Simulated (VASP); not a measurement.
# MnSi3 (P6_3/mmc) in VASP: single point with PBE

Aim: the single point of MnSi3 with PBE.

Everything below comes from runs of VASP 6.6.1. Logs are shortened: lines on timing, memory, paths and dates and some standing lists are left out, and cuts for length are marked.

### Step 1. The cell of the first run

Symmetry: P6_3/mmc, No. 194, hexagonal system. Conventional cell: a = 5.522 Å, b = 5.522 Å, c = 4.432 Å, α = 90.00°, β = 90.00°, γ = 120.00°. Mn (site symmetry -6m2) has 12 Si at 2.73 to 2.76 Å within 3.6 Å. Within 3.6 Å of Si (site symmetry mm2) lie 4 Mn at 2.73 to 2.76 Å and 8 Si at 2.73 to 2.77 Å.

### Step 2. Single point, PBE, collinear spin, ferromagnetic start

Input file INCAR:

```
SYSTEM = MnSi3
  PREC = Accurate
  ENCUT = 500
  EDIFF = 1E-6
  ISMEAR = 0
  SIGMA = 0.1
  LREAL = .False.
  LASPH = .True.
  NELM = 200
  ALGO = Normal
  ISIF = 2
  LWAVE = .False.
  LCHARG = .False.
  ISPIN = 2
  MAGMOM = 4 4 0 0 0 0 0 0
  LORBIT = 11
  LMAXMIX = 4
  GGA = PE
  NBANDS = 39
  GGA_COMPAT = .False.
```

Input file KPOINTS:

```
Automatic mesh
0
Gamma
  6 6 4
  0 0 0
```

Input file POSCAR:

```
MnSi3
1.0
    5.5220612321      0.0000000000      0.0000000000
   -2.7610306161      4.7822453083      0.0000000000
    0.0000000000      0.0000000000      4.4323061504
Mn Si
2 6
Direct
    0.3333333333      0.6666666667      0.2500000000
    0.6666666667      0.3333333333      0.7500000000
    0.8330000000      0.6660000000      0.2500000000
    0.1670000000      0.8330000000      0.7500000000
    0.3340000000      0.1670000000      0.2500000000
    0.1670000000      0.3340000000      0.7500000000
    0.8330000000      0.1670000000      0.2500000000
    0.6660000000      0.8330000000      0.7500000000
```

Potentials or basis: VASP PAW PBE potentials, release 64 (Mn_pv, Si).

Command:

```console
> cat potpaw_PBE.64/Mn_pv/POTCAR potpaw_PBE.64/Si/POTCAR > POTCAR
> mpirun -np 1 vasp_std > vasp.out
```

OUTCAR:

```text
SYSTEM = MnSi3
   PREC = Accurate
   ENCUT = 500
   EDIFF = 1E-6
   ISMEAR = 0
   LREAL = .False.
   LASPH = .True.
   NELM = 200
   ISIF = 2
   ISPIN = 2
   LORBIT = 11
   GGA = PE

 ion  position               nearest neighbor table
   1  0.333  0.667  0.250-   4 2.73   4 2.73   8 2.73   8 2.73   6 2.73   6 2.73   3 2.76   5 2.76
                             7 2.76   7 2.76   3 2.76   5 2.76
   2  0.667  0.333  0.750-   7 2.73   7 2.73   5 2.73   5 2.73   3 2.73   3 2.73   6 2.76   8 2.76
                             4 2.76   4 2.76   6 2.76   8 2.76
   3  0.833  0.666  0.250-   2 2.73   2 2.73   4 2.73   4 2.73   8 2.73   8 2.73   5 2.76   7 2.76
                             1 2.76   1 2.76   5 2.77   7 2.77
   4  0.167  0.833  0.750-   1 2.73   1 2.73   3 2.73   3 2.73   5 2.73   5 2.73   8 2.76   6 2.76
                             2 2.76   2 2.76   8 2.77   6 2.77
   5  0.334  0.167  0.250-   2 2.73   2 2.73   6 2.73   6 2.73   4 2.73   4 2.73   7 2.76   3 2.76
                             1 2.76   1 2.76   7 2.77   3 2.77
   6  0.167  0.334  0.750-   1 2.73   1 2.73   7 2.73   7 2.73   5 2.73   5 2.73   8 2.76   4 2.76
                             2 2.76   2 2.76   8 2.77   4 2.77
   7  0.833  0.167  0.250-   2 2.73   2 2.73   6 2.73   6 2.73   8 2.73   8 2.73   5 2.76   3 2.76
                             1 2.76   1 2.76   5 2.77   3 2.77
   8  0.666  0.833  0.750-   1 2.73   1 2.73   3 2.73   3 2.73   7 2.73   7 2.73   4 2.76   6 2.76
                             2 2.76   2 2.76   4 2.77   6 2.77

  LATTYP: Found a hexagonal cell.
 ALAT       =     5.5220612321
 C/A-ratio  =     0.8026542923

  Lattice vectors:

 A1 = (   5.5220612321,   0.0000000000,   0.0000000000)
 A2 = (  -2.7610306161,   4.7822453083,   0.0000000000)
 A3 = (   0.0000000000,   0.0000000000,   4.4323061504)

Analysis of symmetry for initial positions (statically):
=====================================================================
 Subroutine PRICEL returns:
 Original cell was already a primitive cell.

 Routine SETGRP: Setting up the symmetry group for a
 hexagonal supercell.

 Subroutine GETGRP returns: Found 24 space group operations
 (whereof 12 operations were pure point group operations)
 out of a pool of 24 trial point group operations.

The static configuration has the point symmetry D_3d.
 The point group associated with its full space group is D_6h.

Analysis of symmetry for dynamics (positions and initial velocities):
=====================================================================
 Subroutine PRICEL returns:
 Original cell was already a primitive cell.

 Routine SETGRP: Setting up the symmetry group for a
 hexagonal supercell.

 Subroutine GETGRP returns: Found 24 space group operations
 (whereof 12 operations were pure point group operations)
 out of a pool of 24 trial point group operations.

The dynamic configuration has the point symmetry D_3d.
 The point group associated with its full space group is D_6h.

[... 172 lines left out ...]
 cond. band min:       9.5187072363   @ k =   0.0000   0.0000   0.2500
 fundamental gap:      0.0164915326
 Fermi energy:         9.5095478248

 spin component 1

 k-point     1 :       0.0000    0.0000    0.0000
  band No.  band energies     occupation
      1     -40.2716      1.00000
      2     -40.2716      1.00000
      3     -40.2696      1.00000
      4     -40.2696      1.00000
      5     -40.1031      1.00000
      6     -40.1012      1.00000
[... 829 lines left out ...]
     36      12.7477      0.00000
     37      14.0525      0.00000
 Fermi energy:         9.5095478248

 spin component 2

 k-point     1 :       0.0000    0.0000    0.0000
  band No.  band energies     occupation
      1     -36.8586      1.00000
      2     -36.8586      1.00000
      3     -36.8560      1.00000
      4     -36.8560      1.00000
      5     -36.8139      1.00000
      6     -36.8113      1.00000
[... 829 lines left out ...]
     36      13.2268      0.00000
     37      14.7579      0.00000
 [bands above 37 left out]

------------------------ aborting loop because EDIFF is reached ----------------------------------------

  FORCE on cell =-STRESS in cart. coord.  units (eV):
  Direction    XX          YY          ZZ          XY          YZ          ZX
  --------------------------------------------------------------------------------------
  -------------------------------------------------------------------------------------
  Total       -5.5637632     -5.5637632      0.1287761      0.0000000     -0.0000000     -0.0000000
  in kB      -76.1581525    -76.1581525      1.7627193      0.0000000     -0.0000000     -0.0000000
  external PRESSURE =     -50.1845286 kB  Pullay stress =       0.0000000 kB

 VOLUME and BASIS-vectors are now :
 -----------------------------------------------------------------------------
  energy-cutoff  :      500.00
  volume of cell :      117.05
      direct lattice vectors                 reciprocal lattice vectors
     5.522061232  0.000000000  0.000000000     0.181091799  0.104553399  0.000000000
    -2.761030616  4.782245308  0.000000000     0.000000000  0.209106797  0.000000000
     0.000000000  0.000000000  4.432306150     0.000000000  0.000000000  0.225616184

 POSITION                                       TOTAL-FORCE (eV/Angst)
 -----------------------------------------------------------------------------------
     -0.00000      3.18816      1.10808         0.000000      0.000000     -0.000000
      2.76103      1.59408      3.32423         0.000000      0.000000      0.000000
      2.76103      3.18498      1.10808         0.000000     -0.077883      0.000000
     -1.37775      3.98361      3.32423         0.067449     -0.038942      0.000000
      1.38328      0.79863      1.10808         0.067449      0.038942     -0.000000
     -0.00000      1.59727      3.32423        -0.000000      0.077883     -0.000000
      4.13878      0.79863      1.10808        -0.067449      0.038942     -0.000000
      1.37775      3.98361      3.32423        -0.067449     -0.038942      0.000000
 -----------------------------------------------------------------------------------
    total drift:                               -0.000000      0.000000     -0.000000

  FREE ENERGIE OF THE ION-ELECTRON SYSTEM (eV)
  ---------------------------------------------------
  free  energy   TOTEN  =       -47.7250169353 eV

  energy  without entropy=      -47.6899799183  energy(sigma->0) =      -47.70749843

 total charge

# of ion       s       p       d       tot
------------------------------------------
    1        0.282   6.207   5.093  11.583
    2        0.282   6.207   5.093  11.583
    3        0.821   0.726   0.000   1.547
    4        0.821   0.726   0.000   1.547
    5        0.821   0.726   0.000   1.547
    6        0.821   0.726   0.000   1.547
    7        0.821   0.726   0.000   1.547
    8        0.821   0.726   0.000   1.547
--------------------------------------------------
tot          5.494  16.771  10.186  32.450

 magnetization (x)

# of ion       s       p       d       tot
------------------------------------------
    1        0.040   0.036   3.134   3.210
    2        0.040   0.036   3.134   3.210
    3        0.028  -0.029   0.000  -0.000
    4        0.028  -0.029   0.000  -0.000
    5        0.028  -0.029   0.000  -0.000
    6        0.028  -0.029   0.000  -0.000
    7        0.028  -0.029   0.000  -0.000
    8        0.028  -0.029   0.000  -0.000
--------------------------------------------------
tot          0.250  -0.101   6.267   6.416
```

stdout:

```text
POSCAR found type information on POSCAR MnSi
 POSCAR found :  2 types and       8 ions
 scaLAPACK will be used
 LDA part: xc-table for (Slater+PW92), standard interpolation
 POSCAR, INCAR and KPOINTS ok, starting setup
 FFT: planning ... GRIDC
 FFT: planning ... GRID_SOFT
 FFT: planning ... GRID
 WAVECAR not read
 entering main loop
```

Run time: 3.2 min. Hardware: 1 thread of Oxide Virtual Turin-like, shared host; peak memory 0.29 GiB.

Results:

| Quantity | Value |
| --- | --- |
| Free energy | -47.7250 eV |
| Pressure | -5.0 GPa |
| Largest force | 0.078 eV/Å |
| Net moment | 6.66 μB per cell |
| Site moments | Mn +3.21; Si -0.00 μB |
| Valence electrons inside the program's atomic spheres | Mn 11.58; Si 1.55 |

Forces in eV/Å, atoms in the order of the input:
```
Mn   0.000  0.000  0.000
Mn   0.000  0.000  0.000
Si   0.000 -0.078  0.000
Si   0.067 -0.039  0.000
Si   0.067  0.039  0.000
Si   0.000  0.078  0.000
Si  -0.067  0.039  0.000
Si  -0.067 -0.039  0.000
```

Levels at points of the mesh, in eV from the Fermi level:
Spin up:
| k point | band 24 | band 25 | band 26 | band 27 | band 28 | band 29 | band 30 | band 31 | band 32 | band 33 |
| --- | --- | --- | --- | --- | --- | --- | --- | --- | --- | --- |
| (0.00, 0.00, 0.00) | -1.90 | -1.14 | -0.01 | -0.01 | 0.02 | 0.02 | 0.09 | 0.09 | 1.84 | 1.91 |
| (0.50, 0.00, 0.00) | -1.66 | -1.10 | -0.89 | -0.61 | -0.61 | -0.34 | 0.05 | 0.23 | 0.55 | 1.85 |
| (0.00, 0.00, 0.50) | -2.18 | -1.49 | -1.49 | -1.02 | -1.02 | -1.02 | -1.02 | 3.60 | 3.60 | 4.71 |
| (0.50, 0.00, 0.50) | -1.99 | -0.62 | -0.62 | -0.27 | -0.27 | 0.89 | 0.89 | 1.22 | 1.22 | 2.79 |
Spin down:
| k point | band 18 | band 19 | band 20 | band 21 | band 22 | band 23 | band 24 | band 25 | band 26 | band 27 |
| --- | --- | --- | --- | --- | --- | --- | --- | --- | --- | --- |
| (0.00, 0.00, 0.00) | -1.59 | -1.59 | -1.15 | -1.15 | -0.45 | -0.45 | -0.09 | 1.03 | 1.18 | 1.18 |
| (0.50, 0.00, 0.00) | -3.04 | -1.59 | -1.55 | -0.25 | 0.03 | 0.04 | 0.10 | 0.63 | 0.65 | 0.89 |
| (0.00, 0.00, 0.50) | -4.82 | -1.98 | -1.98 | 0.40 | 0.40 | 0.66 | 0.66 | 0.66 | 0.66 | 1.69 |
| (0.50, 0.00, 0.50) | -1.16 | -0.68 | -0.68 | -0.67 | -0.67 | -0.25 | -0.25 | 0.70 | 0.70 | 1.07 |

Caveat: the stress differs along the axes, from -8 to 0 GPa.
